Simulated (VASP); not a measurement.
A run of VASP 6.6.1 is set up as follows.

The input INCAR:

```
SYSTEM = W
PREC = Accurate
ENCUT = 520
EDIFF = 1E-7
ISMEAR = 0
SIGMA = 0.15
LREAL = .False.
LASPH = .True.
NELM = 60
ALGO = Fast
ISIF = 2
LWAVE = .False.
LCHARG = .True.
GGA = PE
LELF = .True.
LVHAR = .True.
NBANDS = 13
```

The input KPOINTS:

```
Automatic mesh
0
Gamma
  20 20 20
  0 0 0
```

POSCAR

```
W
1.0
   -1.6571987500      1.5374012500      1.5973000000
    1.6571987500     -1.5374012500      1.5973000000
    1.6571987500      1.5374012500     -1.5973000000
W
1
Direct
    0.0000000000      0.0000000000      0.0000000000
```

Potentials or basis: VASP PAW PBE potentials, release 64 (W_sv).

Run with:

```console
$ cat potpaw_PBE.64/W_sv/POTCAR > POTCAR
$ mpirun -np 1 vasp_std > vasp.out
```

Estimate the band gap on the k mesh.

zero (bands 7 and 8 overlap by 5.82 eV).

Estimate the pressure.

-1.5 GPa.

Stress tensor (GPa, compression positive):
```
-12.56   0.00   0.00
  0.00  10.43   0.00
  0.00   0.00  -2.44
```

Caveat: the cell differs from its parent crystal (strain +0.0375 x Voigt [1, -1, 0, 0, 0, 0]); spin-orbit coupling is left out, which moves the levels of the heavy elements.
